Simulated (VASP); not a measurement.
# MgAl15HN16 (a cell with a defect) in VASP: electric field gradients with HSE06

Aim: the electric field gradients of MgAl15HN16 (a cell with a defect) with HSE06.

Everything below comes from runs of VASP 6.6.1. Logs are shortened: lines on timing, memory, paths and dates and some standing lists are left out, and cuts for length are marked.

**1. The cell of the first run**

The cell holds a defect, 33 atoms: a = 6.260 Å, b = 6.260 Å, c = 10.035 Å, α = 90.00°, β = 90.00°, γ = 120.00°.

**2. Electric field gradients, HSE06, collinear spin**

File POSCAR:

```
MgAl15HN16
1.0
    6.2595139128      0.0000000578      0.0000000000
   -3.1297570064      5.4208980350      0.0000000000
    0.0000000000      0.0000000000     10.0348065929
Al Mg N H
15 1 16 1
Direct
    0.3315186948      0.1702868395      0.2367676345
    0.3361905879      0.1655025341      0.7526070111
    0.1632961444      0.3370925726      0.9995308819
    0.3337470519      0.6692377360      0.2484367653
    0.1530794732      0.8165076656      0.5062115303
    0.3365677254      0.6728930417      0.7521442054
    0.1620360194      0.8324314225      0.9988947902
    0.8294673304      0.1668189896      0.2495256159
    0.6858670441      0.3482611738      0.5060889233
    0.8291385562      0.1655505040      0.7519681847
    0.6673146080      0.3386069156      0.9995496459
    0.8319336549      0.6684882721      0.2491493582
    0.6662323754      0.8368747718      0.5018489026
    0.8314598911      0.6701585277      0.7534288260
    0.6652671452      0.8353801510      1.0010666820
    0.1708488130      0.3263534852      0.4929725171
    0.3516496259      0.1501778220      0.4314376477
    0.1645324473      0.3349103013      0.1906446792
    0.3293993336      0.1702436747      0.9425646375
    0.1690137176      0.3343354979      0.7036424416
    0.3407519143      0.6861755240      0.4381292058
    0.1662362918      0.8332927193      0.1882872902
    0.3310217004      0.6708819492      0.9413446702
    0.1659206233      0.8332104778      0.6926376776
    0.8138835085      0.1596258507      0.4377556308
    0.6678865636      0.3355963246      0.1881871994
    0.8296429017      0.1701195400      0.9414169344
    0.6688376669      0.3361322010      0.6926208710
    0.8311304427      0.6706676056      0.4401693701
    0.6672234187      0.8332003158      0.1895202270
    0.8298634737      0.6706953984      0.9408231099
    0.6676140511      0.8343985969      0.6915381178
    0.4473612806      0.0583295233      0.4048996146
```

File INCAR.step1:

```
PREC = Accurate
ENCUT = 520
ISMEAR = -1
SIGMA = 0.01
LREAL = Auto
LASPH = True
NELM = 200
ALGO = Normal
ISIF = 2
LWAVE = True
LCHARG = False
ISPIN = 2
MAGMOM = 0 0 0 0 0 0 0 0 0 0 0 0 0 0 0 0.01 0 0 0.08 0.45 0.12 0.03 0.05 0 0.06 0.01 0.05 0 0 0.01 0 0 0
LORBIT = 11
NUPDOWN = 1.0
GGA = PE
EDIFF = 1E-5
NELECT = 127.0
NBANDS = 90
GGA_COMPAT = False
ISYM = -1
```

File INCAR.step2:

```
PREC = Accurate
ENCUT = 520
EDIFF = 1E-8
ISMEAR = -1
SIGMA = 0.01
LREAL = Auto
LASPH = True
NELM = 200
ALGO = Normal
ISIF = 2
LWAVE = False
LCHARG = False
ISPIN = 2
MAGMOM = 0 0 0 0 0 0 0 0 0 0 0 0 0 0 0 0.01 0 0 0.08 0.45 0.12 0.03 0.05 0 0.06 0.01 0.05 0 0 0.01 0 0 0
LORBIT = 11
NUPDOWN = 1.0
GGA = PE
LHFCALC = True
HFSCREEN = 0.2079
PRECFOCK = Fast
LEFG = True
ISTART = 1
NELECT = 127.0
NBANDS = 90
GGA_COMPAT = False
ISYM = -1
```

File KPOINTS:

```
explicit points
1
Reciprocal
  0.25000000   0.25000000   0.25000000 1
```

Potentials or basis: VASP PAW PBE potentials, release 64 (Al, Mg, N, H).

The run is started by

```sh
$ cat potpaw_PBE.64/Al/POTCAR potpaw_PBE.64/Mg/POTCAR potpaw_PBE.64/N/POTCAR potpaw_PBE.64/H/POTCAR > POTCAR
$ cp INCAR.step1 INCAR
$ mpirun -np 1 vasp_std > vasp.out
$ cp INCAR.step2 INCAR
$ mpirun -np 1 vasp_std > vasp.out
```

OUTCAR:

```text
PREC = Accurate
   ENCUT = 520
   EDIFF = 1E-8
   ISMEAR = -1
   LREAL = Auto
   LASPH = True
   NELM = 200
   ISIF = 2
   ISPIN = 2
   LORBIT = 11
   NUPDOWN = 1.0
   GGA = PE
   LHFCALC = True
   HFSCREEN = 0.2079
   PRECFOCK = Fast
   ISTART = 1
   NELECT = 127.0
   ISYM = -1

 ion  position               nearest neighbor table
   1  0.332  0.170  0.237-  18 1.86  26 1.89  22 1.89  17 1.97  33 2.09   3 2.99  11 3.00   7 3.01
                            16 3.09   4 3.12  12 3.13   8 3.13   8 3.13  12 3.14   4 3.15   5 3.31
   2  0.336  0.166  0.753-  20 1.89  24 1.90  28 1.90  19 1.91  11 3.06   7 3.06   6 3.08  10 3.09
                             3 3.10   5 3.11   9 3.12  14 3.13  14 3.13  16 3.15  10 3.17   6 3.17
   3  0.163  0.337  1.000-  19 1.89  27 1.90  23 1.90  18 1.92   1 2.99  10 3.07   6 3.08   4 3.08
                             8 3.09   2 3.10   7 3.10  11 3.11  15 3.13  15 3.13  11 3.15   7 3.16
   4  0.334  0.669  0.248-  22 1.90  30 1.90  18 1.90  21 1.91  15 3.06  16 3.08   3 3.08   7 3.09
                             8 3.11  13 3.12   1 3.12  12 3.12  12 3.14   5 3.14   1 3.15   8 3.15
   5  0.153  0.817  0.506-  21 1.86  29 1.87  24 1.87  17 1.97  33 1.98   9 2.93  14 3.03   6 3.04
                            12 3.11  13 3.11   2 3.11  16 3.13  16 3.14   4 3.14  13 3.15   1 3.31
   6  0.337  0.673  0.752-  24 1.89  32 1.89  20 1.90  23 1.90   5 3.04   7 3.07  15 3.07   3 3.08
                            13 3.08  10 3.08   2 3.08  14 3.11  14 3.15   2 3.17  10 3.18  16 3.21
   7  0.162  0.832  0.999-  23 1.88  31 1.89  22 1.90  19 1.92   1 3.01  14 3.05   2 3.06   6 3.07
                            12 3.08   4 3.09  11 3.09   3 3.10  15 3.12  15 3.14   3 3.16  11 3.17
   8  0.829  0.167  0.250-  25 1.89  26 1.89  30 1.91  18 1.91  16 3.07  15 3.07   3 3.09  11 3.09
                            13 3.10   4 3.11   9 3.12  12 3.13   1 3.13  12 3.13   1 3.13   4 3.15
   9  0.686  0.348  0.506-  25 1.86  29 1.87  28 1.87  33 1.96  17 1.97   5 2.93  14 3.04  10 3.04
                            16 3.11  12 3.11   2 3.12   8 3.12  13 3.12  13 3.14  16 3.16   1 3.32
  10  0.829  0.166  0.752-  28 1.89  32 1.89  27 1.90  20 1.91   9 3.04  15 3.07   3 3.07  11 3.08
                            13 3.08   6 3.08   2 3.09  14 3.11  14 3.15   2 3.17   6 3.18  16 3.19
  11  0.667  0.339  1.000-  27 1.89  26 1.89  31 1.89  19 1.92   1 3.00  14 3.05   2 3.06  10 3.08
                            12 3.08   8 3.09   7 3.09   3 3.11  15 3.12  15 3.14   3 3.15   7 3.17
  12  0.832  0.668  0.249-  30 1.88  26 1.91  22 1.91  29 1.92  15 3.08  11 3.08   7 3.08   9 3.11
                             5 3.11  13 3.12   4 3.12   8 3.13   1 3.13   8 3.13   1 3.14   4 3.14
  13  0.666  0.837  0.502-  25 1.87  21 1.88  29 1.90  32 1.90  10 3.08   6 3.08   8 3.10  14 3.10
                             5 3.11  16 3.11  12 3.12   4 3.12   9 3.12   9 3.14  16 3.15   5 3.15
  14  0.831  0.670  0.753-  31 1.88  32 1.88  28 1.91  24 1.91   5 3.03   9 3.04   7 3.05  11 3.05
                            15 3.07  13 3.10   6 3.11  10 3.11   2 3.13   2 3.13  10 3.15   6 3.15
  15  0.665  0.835  0.001-  31 1.88  30 1.89  23 1.91  27 1.91   4 3.06  14 3.07   6 3.07   8 3.07
                            10 3.07  12 3.08  11 3.12   7 3.12   3 3.13   3 3.13   7 3.14  11 3.14
  16  0.171  0.326  0.493-  25 2.01  21 2.03  17 2.03  20 2.11   8 3.07   4 3.08   1 3.09   9 3.11
                            13 3.11   5 3.13   5 3.14   2 3.15  13 3.15   9 3.16  10 3.19   6 3.21
  17  0.352  0.150  0.431-  33 1.05   1 1.97   5 1.97   9 1.97  16 2.03
  18  0.165  0.335  0.191-   1 1.86   4 1.90   8 1.91   3 1.92
  19  0.329  0.170  0.943-   3 1.89   2 1.91   7 1.92  11 1.92
  20  0.169  0.334  0.704-   2 1.89   6 1.90  10 1.91  16 2.11
  21  0.341  0.686  0.438-   5 1.86  13 1.88   4 1.91  16 2.03
  22  0.166  0.833  0.188-   1 1.89   4 1.90   7 1.90  12 1.91
  23  0.331  0.671  0.941-   7 1.88   6 1.90   3 1.90  15 1.91
[... 8 lines left out ...]
  32  0.668  0.834  0.692-  14 1.88  10 1.89   6 1.89  13 1.90
  33  0.447  0.058  0.405-  17 1.05   9 1.96   5 1.98   1 2.09

IMPORTANT INFORMATION: All symmetrisations will be switched off!
NOSYMM: (Re-)initialisation of all symmetry stuff for point group C_1.

----------------------------------------------------------------------------------------

                                     Primitive cell

  volume of cell :     340.5029

  direct lattice vectors                    reciprocal lattice vectors
     6.259513913  0.000000058  0.000000000     0.159756813  0.092235641  0.000000000
    -3.129757006  5.420898035  0.000000000    -0.000000002  0.184471279  0.000000000
     0.000000000  0.000000000 10.034806593     0.000000000  0.000000000  0.099653141

  length of vectors
     6.259513913  6.259513913 10.034806593     0.184471279  0.184471279  0.099653141

  position of ions in fractional coordinates (direct lattice)
     0.331518695  0.170286840  0.236767634
     0.336190588  0.165502534  0.752607011
     0.163296144  0.337092573  0.999530882
     0.333747052  0.669237736  0.248436765
     0.153079473  0.816507666  0.506211530
     0.336567725  0.672893042  0.752144205
[... 239 lines left out ...]
 k-point     1 :       0.2500    0.2500    0.2500
  band No.  band energies     occupation
      1     -12.2289      1.00000
      2     -10.9552      1.00000
      3     -10.5353      1.00000
      4     -10.3175      1.00000
      5     -10.2588      1.00000
      6      -9.9694      1.00000
[... 67 lines left out ...]
     74      13.1927      0.00000
     75      13.3929      0.00000
 [bands above 75 left out]

------------------------ aborting loop because EDIFF is reached ----------------------------------------

  FORCE on cell =-STRESS in cart. coord.  units (eV):
  Direction    XX          YY          ZZ          XY          YZ          ZX
  --------------------------------------------------------------------------------------
  -------------------------------------------------------------------------------------
  Total      -12.3128946    -20.0005468     -9.3656830     -6.7607186      1.0049488      0.1417044
  in kB      -57.9361840    -94.1090946    -44.0685927    -31.8113858      4.7286118      0.6667652
  external PRESSURE =     -65.3712904 kB  Pullay stress =       0.0000000 kB

 VOLUME and BASIS-vectors are now :
 -----------------------------------------------------------------------------
  energy-cutoff  :      520.00
  volume of cell :      340.50
      direct lattice vectors                 reciprocal lattice vectors
     6.259513913  0.000000058  0.000000000     0.159756813  0.092235641  0.000000000
    -3.129757006  5.420898035  0.000000000    -0.000000002  0.184471279  0.000000000
     0.000000000  0.000000000 10.034806593     0.000000000  0.000000000  0.099653141

 POSITION                                       TOTAL-FORCE (eV/Angst)
 -----------------------------------------------------------------------------------
      1.54219      0.92311      2.37592        -0.017358     -0.036476     -0.003526
      1.58641      0.89717      7.55227         0.456538     -0.250107      0.199369
     -0.03286      1.82734     10.03010         0.001265     -0.016203      0.299272
     -0.00546      3.62787      2.49301        -0.045563      0.018408      0.014056
     -1.59727      4.42620      5.07973         0.075341     -0.015750     -0.172831
      0.00076      3.64768      7.54762        -0.018418      0.490049      0.171678
[... 25 lines left out ...]
      1.56747      4.52319      6.93945         0.010010      0.007479     -0.010372
      2.61771      0.31620      4.06309        -0.257188      0.109864      0.105784
 -----------------------------------------------------------------------------------
    total drift:                                0.006650     -0.003721      0.027319

  FREE ENERGIE OF THE ION-ELECTRON SYSTEM (eV)
  ---------------------------------------------------
  free  energy   TOTEN  =      -287.8951847445 eV

  energy  without entropy=     -287.8951847445  energy(sigma->0) =     -287.89518474

 Electric field gradients (V/A^2)
---------------------------------------------------------------------
 ion       V_xx      V_yy      V_zz      V_xy      V_xz      V_yz
---------------------------------------------------------------------
   1     -19.736    -7.402    27.138     9.645    -0.942     0.386
   2      -1.942     2.005    -0.063     4.058     8.735    -4.980
   3      -5.132     1.314     3.817     5.507    -3.503     2.034
   4      -5.223     1.386     3.837     5.386     3.531    -4.118
   5     -16.622    26.286    -9.664     1.816    -1.348    -8.412
   6      -5.950     5.980    -0.031     5.207     3.512     2.919
[... 25 lines left out ...]
  32      -0.615    10.618   -10.003     9.959    -0.976     0.428
  33      13.900    -4.095    -9.805   -14.992    -9.192     5.321
---------------------------------------------------------------------

 Electric field gradients after diagonalization (V/A^2)
 (convention: |V_zz| > |V_xx| > |V_yy|)
----------------------------------------------------------------------
 ion       V_xx      V_yy      V_zz     asymmetry (V_yy - V_xx)/ V_zz
----------------------------------------------------------------------
   1     -25.037    -2.122    27.159       0.844
   2       8.044     4.518   -12.562       0.281
   3       5.048     4.472    -9.520       0.061
   4       6.929     3.199   -10.128       0.368
   5     -16.876   -11.376    28.252       0.195
   6      -8.577    -1.039     9.615       0.784
[... 25 lines left out ...]
  32     -10.293    -6.142    16.436       0.253
  33     -13.015   -12.560    25.575       0.018
----------------------------------------------------------------------

           NMR quadrupolar parameters

 Cq : quadrupolar parameter    Cq=e*Q*V_zz/h
 eta: asymmetry parameters     (V_yy - V_xx)/ V_zz
 Q  : nuclear electric quadrupole moment in mb (millibarn)
----------------------------------------------------------------------
 ion       Cq(MHz)       eta       Q (mb)
----------------------------------------------------------------------
   1       0.066       0.844       1.000
   2      -0.030       0.281       1.000
   3      -0.023       0.061       1.000
   4      -0.024       0.368       1.000
   5       0.068       0.195       1.000
   6       0.023       0.784       1.000
[... 25 lines left out ...]
  32       0.040       0.253       1.000
  33       0.062       0.018       1.000
----------------------------------------------------------------------

 total charge

# of ion       s       p       d       tot
------------------------------------------
    1        0.430   0.445   0.000   0.875
    2        0.428   0.444   0.000   0.871
    3        0.422   0.440   0.000   0.862
    4        0.424   0.440   0.000   0.865
    5        0.430   0.455   0.000   0.885
    6        0.426   0.447   0.000   0.873
[... 25 lines left out ...]
   32        1.230   2.621   0.000   3.851
   33        0.595   0.101   0.000   0.696
--------------------------------------------------
tot         26.931  48.708   0.066  75.706

 magnetization (x)

# of ion       s       p       d       tot
------------------------------------------
    1       -0.000   0.000   0.000  -0.000
    2       -0.003  -0.002   0.000  -0.005
    3        0.001  -0.001   0.000  -0.000
    4       -0.001   0.001   0.000   0.000
    5       -0.001  -0.001   0.000  -0.002
    6       -0.003  -0.003   0.000  -0.006
[... 25 lines left out ...]
   32       -0.000  -0.001   0.000  -0.001
   33       -0.000  -0.000   0.000  -0.001
--------------------------------------------------
tot         -0.002   0.737   0.007   0.741
```

Run time: 11 min. Hardware: 1 thread of Intel Xeon Platinum 8488C (Sapphire Rapids), shared host; peak memory 0.76 GiB.

What came out:

```
Free energy                                           : -287.8952 eV
Largest force                                         : 0.557 eV/Å
Net moment                                            : 1.00 μB per cell
Site moments                                          : Al -0.00, -0.01, +0.00 (each value once); Mg +0.01; N +0.01, +0.00, +0.07, +0.38, +0.10, +0.03, +0.04, +0.05, -0.00 (each value once); H -0.00 μB
Largest electric field gradient by atom               : Al +27.2, -12.6, -9.5, -10.1, +28.3, +9.6, -10.3, -8.6, +29.1, +10.5, +9.9, -11.5, -11.8, +12.7, +11.5; Mg +18.8; N +32.7, +13.7, -14.5, +78.6, +22.8, +14.9, +14.6, +16.5, +13.9, +16.9, +15.4, +17.1, +10.1, +17.7, +16.2, +16.4; H +25.6 V/Å²
Valence electrons inside the program's atomic spheres : Al 0.88, 0.87, 0.86, 0.89 (each value once); Mg 0.45; N 3.90, 3.85, 3.83, 3.76, 3.82, 3.84, 3.86 (each value once); H 0.70
```

Forces in eV/Å, atoms in the order of the input:
```
Al  -0.017 -0.036 -0.004
Al   0.457 -0.250  0.199
Al   0.001 -0.016  0.299
Al  -0.046  0.018  0.014
Al   0.075 -0.016 -0.173
Al  -0.018  0.490  0.172
Al  -0.046 -0.018  0.205
Al   0.019  0.019 -0.050
Al   0.000 -0.007 -0.143
Al  -0.448 -0.222  0.197
Al   0.016  0.048  0.153
Al   0.032  0.024 -0.015
Al  -0.070 -0.035 -0.155
Al   0.005  0.001  0.121
Al   0.072 -0.017  0.151
Mg   0.038  0.024 -0.496
N    0.200 -0.093  0.025
N    0.029 -0.007 -0.057
N   -0.089  0.056 -0.316
N   -0.047  0.035  0.248
N   -0.005 -0.046  0.227
N    0.008  0.027 -0.077
N    0.013 -0.083 -0.270
N   -0.010  0.004 -0.052
N    0.010  0.000  0.196
N   -0.010 -0.027 -0.064
N    0.085  0.033 -0.293
N   -0.002 -0.010 -0.061
N    0.016 -0.018  0.115
N   -0.019  0.013 -0.052
N   -0.003 -0.006 -0.140
N    0.010  0.007 -0.010
H   -0.257  0.110  0.106
```

Electric field gradients, principal values (V/Å²):
| atom | least | middle | greatest (by size) |
| --- | --- | --- | --- |
| 1 Al | -2.122 | -25.037 | 27.159 |
| 2 Al | 4.518 | 8.044 | -12.562 |
| 3 Al | 4.472 | 5.048 | -9.520 |
| 4 Al | 3.199 | 6.929 | -10.128 |
| 5 Al | -11.376 | -16.876 | 28.252 |
| 6 Al | -1.039 | -8.577 | 9.615 |
| 7 Al | 0.673 | 9.675 | -10.348 |
| 8 Al | 0.286 | 8.339 | -8.625 |
| 9 Al | -11.186 | -17.947 | 29.133 |
| 10 Al | -1.326 | -9.221 | 10.547 |
| 11 Al | -0.371 | -9.514 | 9.885 |
| 12 Al | 3.977 | 7.477 | -11.454 |
| 13 Al | 3.920 | 7.925 | -11.845 |
| 14 Al | -4.922 | -7.754 | 12.676 |
| 15 Al | -2.601 | -8.918 | 11.518 |
| 16 Mg | -4.692 | -14.107 | 18.799 |
| 17 N | -6.407 | -26.302 | 32.709 |
| 18 N | -4.703 | -8.990 | 13.693 |
| 19 N | 5.003 | 9.537 | -14.540 |
| 20 N | -29.858 | -48.698 | 78.556 |
| 21 N | -7.305 | -15.512 | 22.817 |
| 22 N | -4.334 | -10.524 | 14.858 |
| 23 N | -3.052 | -11.591 | 14.643 |
| 24 N | -5.384 | -11.130 | 16.514 |
| 25 N | -4.461 | -9.487 | 13.949 |
| 26 N | -6.111 | -10.766 | 16.877 |
| 27 N | -3.343 | -12.046 | 15.390 |
| 28 N | -5.512 | -11.541 | 17.054 |
| 29 N | -3.191 | -6.867 | 10.058 |
| 30 N | -5.857 | -11.845 | 17.701 |
| 31 N | -5.734 | -10.493 | 16.227 |
| 32 N | -6.142 | -10.293 | 16.436 |
| 33 H | -12.560 | -13.015 | 25.575 |

Caveat: the cell carries a net charge on a neutralising background, which shifts energy and pressure; the cell is charged against a uniform background, so pressure and absolute levels hang on convention; without QUAD_EFG the Cq values of the log hold for a quadrupole moment of 1 mb, not for the nuclei; the PAW data sets were made with another functional, which shifts forces and pressure a little; the total moment is fixed, so each spin has its own Fermi level and the state may be an excited one.
